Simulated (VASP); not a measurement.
# Bi (R-3m) in VASP: further runs

Runs on Bi. Level: PBE. Tasks: single point, relaxation of cell and atoms.

Program: VASP 6.6.1. These are calculated values, not measurements. Logs are shortened: lines on timing, memory, paths and dates and some standing lists are left out, and cuts for length are marked.

## (1) The cell of the first run

Symmetry: R-3m, No. 166, trigonal system. The conventional cell has a = 4.579 Å, b = 4.579 Å, c = 12.217 Å, α = 90.00°, β = 90.00°, γ = 120.00°. Within 4.1 Å of Bi (site symmetry 3m) lie 6 Bi at 3.10 to 3.61 Å.

## (2) Single point, PBE

The input, INCAR:

```
  PREC = Accurate
  ENCUT = 520
  EDIFF = 1E-7
  ISMEAR = 0
  SIGMA = 0.05
  LREAL = F
  LASPH = T
  NELM = 80
  ALGO = Normal
  ISIF = 2
  LWAVE = F
  LCHARG = F
  GGA = PE
  NBANDS = 22
```

The input, KPOINTS:

```
regular mesh
0
Gamma
  6 6 6
```

The input, POSCAR:

```
Bi
1.0
    2.2896669639      1.3219398380      4.0723852139
   -2.2896669639      1.3219398380      4.0723852139
    0.0000000000     -2.6438796759      4.0723852140
Bi
2
Direct
    0.2326133905      0.2326133905      0.2326133905
    0.7673866095      0.7673866095      0.7673866095
```

Potentials or basis: VASP PAW PBE potentials, release 64 (Bi_d).

Command:

```
$ cat potpaw_PBE.64/Bi_d/POTCAR > POTCAR
$ mpirun -np 1 vasp_std > vasp.out
```

OUTCAR:

```text
PREC = Accurate
   ENCUT = 520
   EDIFF = 1E-7
   ISMEAR = 0
   LREAL = F
   LASPH = T
   NELM = 80
   ISIF = 2
   GGA = PE

 ion  position               nearest neighbor table
   1  0.233  0.233  0.233-   2 3.10   2 3.10   2 3.10   2 3.61   2 3.61   2 3.61
   2  0.767  0.767  0.767-   1 3.10   1 3.10   1 3.10   1 3.61   1 3.61   1 3.61

  LATTYP: Found a trigonal (rhomboedric) cell.
 ALAT       =     4.8553497373
 COS(alpha) =     0.5552319364

  Lattice vectors:

 A1 = (   2.2896669639,   1.3219398380,   4.0723852139)
 A2 = (  -2.2896669639,   1.3219398380,   4.0723852139)
 A3 = (   0.0000000000,  -2.6438796759,   4.0723852140)

Analysis of symmetry for initial positions (statically):
=====================================================================
 Subroutine PRICEL returns:
 Original cell was already a primitive cell.

 Routine SETGRP: Setting up the symmetry group for a
 trigonal (rhombohedral) supercell.

 Subroutine GETGRP returns: Found 12 space group operations
 (whereof 12 operations were pure point group operations)
 out of a pool of 12 trial point group operations.

The static configuration has the point symmetry D_3d.

Analysis of symmetry for dynamics (positions and initial velocities):
=====================================================================
 Subroutine PRICEL returns:
 Original cell was already a primitive cell.

 Routine SETGRP: Setting up the symmetry group for a
 trigonal (rhombohedral) supercell.

 Subroutine GETGRP returns: Found 12 space group operations
 (whereof 12 operations were pure point group operations)
 out of a pool of 12 trial point group operations.

The dynamic configuration has the point symmetry D_3d.

 Subroutine INISYM returns: Found 12 space group operations
 (whereof 12 operations are pure point group operations),
 and found     1 'primitive' translations

----------------------------------------------------------------------------------------

                                     Primitive cell

  volume of cell :      73.9578

  direct lattice vectors                    reciprocal lattice vectors
     2.289666964  1.321939838  4.072385214     0.218372369  0.126077346  0.081852113
    -2.289666964  1.321939838  4.072385214    -0.218372369  0.126077346  0.081852113
     0.000000000 -2.643879676  4.072385214     0.000000000 -0.252154692  0.081852113

  length of vectors
     4.855349737  4.855349737  4.855349737     0.265107068  0.265107068  0.265107068

  position of ions in fractional coordinates (direct lattice)
     0.232613390  0.232613390  0.232613390
     0.767386610  0.767386610  0.767386610

  ion indices of the primitive-cell ions
   primitive index   ion index
                 1           1
                 2           2

----------------------------------------------------------------------------------------

 KPOINTS: regular mesh

Automatic generation of k-mesh.
 Grid dimensions read from file:
 generate k-points for:    6    6    6

 Generating k-lattice:

  Cartesian coordinates                     Fractional coordinates (reciprocal lattice)
     0.036395395  0.021012891  0.013642019     0.166666667  0.000000000 -0.000000000
    -0.036395395  0.021012891  0.013642019     0.000000000  0.166666667 -0.000000000
     0.000000000 -0.042025782  0.013642019     0.000000000  0.000000000  0.166666667

  Length of vectors
     0.044184511  0.044184511  0.044184511

  Shift w.r.t. Gamma in fractional coordinates (k-lattice)
     0.000000000  0.000000000  0.000000000

 Subroutine IBZKPT returns following result:
 ===========================================

 Found     32 irreducible k-points:

 Following reciprocal coordinates:
            Coordinates               Weight
  0.000000  0.000000  0.000000      1.000000
  0.166667  0.000000  0.000000      6.000000
  0.333333 -0.000000  0.000000      6.000000
  0.500000  0.000000  0.000000      3.000000
  0.166667  0.166667  0.000000      6.000000
  0.333333  0.166667  0.000000     12.000000
[... 16 lines left out ...]
  0.500000  0.500000  0.166667      6.000000
 -0.333333  0.500000  0.166667     12.000000
 [... further k-points ...]
   k-points           NKPTS =     32   k-points in BZ     NKDIM =     32   number of bands    NBANDS=     22
   number of dos      NEDOS =    301   number of ions     NIONS =      2
   total plane-waves  NPLWV =  46656
   dimension x,y,z NGX =    36 NGY =   36 NGZ =   36
   dimension x,y,z NGXF=    72 NGYF=   72 NGZF=   72
   ions per type =               2
   NGX,Y,Z   is equivalent  to a cutoff of  12.33, 12.33, 12.33 a.u.
   NGXF,Y,Z  is equivalent  to a cutoff of  24.65, 24.65, 24.65 a.u.
 SYSTEM =  unknown system
   PREC   = accura    normal or accurate (medium, high low for compatibility)
   ISTART =      0    job   : 0-new  1-cont  2-samecut
   ICHARG =      2    charge: 1-file 2-atom 10-const
   ISPIN  =      1    spin polarized calculation?
   LNONCOLLINEAR =      F non collinear calculations
   LSORBIT =      F    spin-orbit coupling
   LASPH  =      T    aspherical Exc in radial PAW
   ENCUT  =  520.0 eV  38.22 Ry    6.18 a.u.   9.03  9.03  9.03*2*pi/ulx,y,z
   NELM   =     80;   NELMIN=  2; NELMDL= -5     # of ELM steps
   EDIFF  = 0.1E-06   stopping-criterion for ELM
   LREAL  =      F    real-space projection
   EDIFFG = 0.1E-05   stopping-criterion for IOM
   NSW    =      0    number of steps for IOM
   IBRION =     -1    ionic relax: 0-MD 1-quasi-New 2-CG
   NFREE  =      0    steps in history (QN), initial steepest desc. (CG)
   ISIF   =      2    stress and relaxation
   ISYM   =      2    0-nonsym 1-usesym 2-fastsym
   POTIM  = 0.5000    time-step for ionic-motion
   TEBEG  =    0.0;   TEEND  =   0.0 temperature during run
   PSTRESS=    0.0 pullay stress
   NELECT =      30.0000    total number of electrons
   NUPDOWN=      -1.0000    fix difference up-down
   EMIN   =  10.00;   EMAX   =-10.00  energy-range for DOS
   EFERMI =   0.00;   METHOD = LEGACY
   ISMEAR =     0;   SIGMA  =   0.05  broadening in eV -4-tet -1-fermi 0-gaus
   EFERMI_NEDOS =   21; number of points for ismear=-14 and -15
   IALGO  =     38    algorithm
   IMIX   =      4    mixing-type and parameters
     AMIX     =   0.40;   BMIX     =  1.00
     AMIX_MAG =   1.60;   BMIX_MAG =  1.00
  volume/ion in A,a.u.               =      36.98       249.55
  Fermi-wavevector in a.u.,A,eV,Ry     =   1.211864  2.290091 19.981711  1.468614
  Thomas-Fermi vector in A             =   2.347366
   LORBIT       =      0    0 simple, 1 ext, 2 COOP (PROOUT), +10 PAW based schemes
   GGA     = PE    functional components
   LHFCALC =     F    Hartree Fock is set to
   AEXX    =    0.0000 exact exchange contribution
   IVDW    =     0    specifies the selected vdW correction
   LEPSILON=     F    determine dielectric tensor
   LRPA    =     F    only Hartree local field effects (RPA)
 non-spin polarized calculation
 Gauss-broadening in eV      SIGMA  =   0.05
  energy-cutoff  :      520.00
  volume of cell :       73.96
 maximum number of plane-waves:      2016
   NGX = 19   NGY = 19   NGZ = 19

 number of electron      30.0000002 magnetization

 Free energy of the ion-electron system (eV)
  ---------------------------------------------------
  ext. energy  EPLUGINS =         0.00000000
  ---------------------------------------------------
  free energy    TOTEN  =        -7.79772640 eV

  energy without entropy =       -7.79659890  energy(sigma->0) =       -7.79716265

 E-fermi :   5.6672     XC(G=0):  -9.2952

 val. band max:        5.6577997211   @ k =  -0.3333   0.5000   0.3333
 cond. band min:       6.2522315812   @ k =   0.3333  -0.0000   0.0000
 fundamental gap:      0.5944318601
 Fermi energy:         5.6672467554

 k-point     1 :       0.0000    0.0000    0.0000
  band No.  band energies     occupation
      1     -17.0716      2.00000
      2     -17.0716      2.00000
      3     -16.9378      2.00000
      4     -16.9378      2.00000
      5     -16.9229      2.00000
      6     -16.7766      2.00000
[... 14 lines left out ...]
     21      11.6813      0.00000
     22      11.6813      0.00000

 k-point     2 :       0.1667    0.0000    0.0000
  band No.  band energies     occupation
      1     -17.0561      2.00000
      2     -17.0494      2.00000
      3     -16.9314      2.00000
      4     -16.9243      2.00000
      5     -16.9111      2.00000
      6     -16.7880      2.00000
[... 14 lines left out ...]
     21      11.9947      0.00000
     22      13.4562      0.00000

 k-point     3 :       0.3333   -0.0000    0.0000
  band No.  band energies     occupation
      1     -17.0195      2.00000
      2     -16.9893      2.00000
      3     -16.9196      2.00000
      4     -16.8897      2.00000
      5     -16.8771      2.00000
      6     -16.8252      2.00000
[... 14 lines left out ...]
     21      13.3475      0.00000
     22      15.7125      0.00000

 k-point     4 :       0.5000    0.0000    0.0000
  band No.  band energies     occupation
      1     -16.9965      2.00000
      2     -16.9283      2.00000
      3     -16.9117      2.00000
      4     -16.8864      2.00000
      5     -16.8537      2.00000
      6     -16.8414      2.00000
[... 14 lines left out ...]
     21      14.8079      0.00000
     22      15.0155      0.00000

 k-point     5 :       0.1667    0.1667    0.0000
  band No.  band energies     occupation
      1     -17.0688      2.00000
      2     -17.0298      2.00000
      3     -16.9374      2.00000
      4     -16.9187      2.00000
      5     -16.9068      2.00000
      6     -16.7915      2.00000
[... 14 lines left out ...]
     21      12.5621      0.00000
     22      12.6345      0.00000

 k-point     6 :       0.3333    0.1667    0.0000
  band No.  band energies     occupation
      1     -17.0491      2.00000
      2     -16.9840      2.00000
      3     -16.9256      2.00000
      4     -16.9053      2.00000
      5     -16.8779      2.00000
      6     -16.8200      2.00000
[... 14 lines left out ...]
     21      13.7685      0.00000
     22      14.4318      0.00000

 k-point     7 :       0.5000    0.1667    0.0000
  band No.  band energies     occupation
      1     -17.0168      2.00000
      2     -16.9359      2.00000
      3     -16.9042      2.00000
      4     -16.8878      2.00000
      5     -16.8616      2.00000
      6     -16.8392      2.00000
[... 324 lines left out ...]
      6     -16.8186      2.00000
[... 14 lines left out ...]
     21      14.0623      0.00000
     22      14.7628      0.00000

 k-point    21 :      -0.3333    0.3333    0.1667
  band No.  band energies     occupation
      1     -17.0227      2.00000
      2     -16.9507      2.00000
      3     -16.9116      2.00000
      4     -16.8873      2.00000
      5     -16.8522      2.00000
      6     -16.8396      2.00000
[... 14 lines left out ...]
     21      15.4127      0.00000
     22      15.7304      0.00000

 k-point    22 :      -0.1667    0.3333    0.1667
  band No.  band energies     occupation
      1     -17.0403      2.00000
      2     -16.9306      2.00000
      3     -16.9173      2.00000
      4     -16.8849      2.00000
      5     -16.8625      2.00000
      6     -16.8390      2.00000
[... 14 lines left out ...]
     21      14.2208      0.00000
     22      14.9225      0.00000

 k-point    23 :       0.5000    0.5000    0.1667
  band No.  band energies     occupation
      1     -17.0477      2.00000
      2     -16.9613      2.00000
      3     -16.9365      2.00000
      4     -16.8774      2.00000
      5     -16.8693      2.00000
      6     -16.8210      2.00000
[... 14 lines left out ...]
     21      15.0557      0.00000
     22      15.5481      0.00000

 k-point    24 :      -0.3333    0.5000    0.1667
  band No.  band energies     occupation
      1     -17.0387      2.00000
      2     -16.9508      2.00000
      3     -16.9238      2.00000
      4     -16.8818      2.00000
      5     -16.8493      2.00000
      6     -16.8386      2.00000
[... 14 lines left out ...]
     21      15.3572      0.00000
     22      15.9619      0.00000

 [... further k-points ...]
[... 5 lines left out ...]
  --------------------------------------------------------------------------------------
  -------------------------------------------------------------------------------------
  Total        0.0113973      0.0113973     -0.0074111      0.0000000     -0.0000000      0.0000000
  in kB        0.2469046      0.2469046     -0.1605487      0.0000000     -0.0000000      0.0000000
  external PRESSURE =       0.1110869 kB  Pullay stress =       0.0000000 kB

 VOLUME and BASIS-vectors are now :
 -----------------------------------------------------------------------------
  energy-cutoff  :      520.00
  volume of cell :       73.96
      direct lattice vectors                 reciprocal lattice vectors
     2.289666964  1.321939838  4.072385214     0.218372369  0.126077346  0.081852113
    -2.289666964  1.321939838  4.072385214    -0.218372369  0.126077346  0.081852113
     0.000000000 -2.643879676  4.072385214     0.000000000 -0.252154692  0.081852113

 POSITION                                       TOTAL-FORCE (eV/Angst)
 -----------------------------------------------------------------------------------
      0.00000      0.00000      2.84187         0.000000      0.000000      0.014112
      0.00000      0.00000      9.37528         0.000000     -0.000000     -0.014112
 -----------------------------------------------------------------------------------
    total drift:                                0.000000     -0.000000      0.000000

  FREE ENERGIE OF THE ION-ELECTRON SYSTEM (eV)
  ---------------------------------------------------
  free  energy   TOTEN  =        -7.7977263963 eV

  energy  without entropy=       -7.7965989024  energy(sigma->0) =       -7.79716265
```

It took 56 s on 1 thread of Intel Xeon 6975P-C, shared host; peak memory 0.22 GiB.

Results:

```
Free energy            : -7.7977 eV
Pressure               : 0.0 GPa
Largest force          : 0.014 eV/Å
Band gap on the k mesh : zero (band 15 reaches 5.66 eV, above the bottom of band 16 at 5.58 eV)
```

Forces on the atoms (eV/Å):
```
Bi   0.000  0.000  0.014
Bi   0.000  0.000 -0.014
```

Caveat: spin-orbit coupling is left out, which moves the levels of the heavy elements.

[end of part 1 of 2]
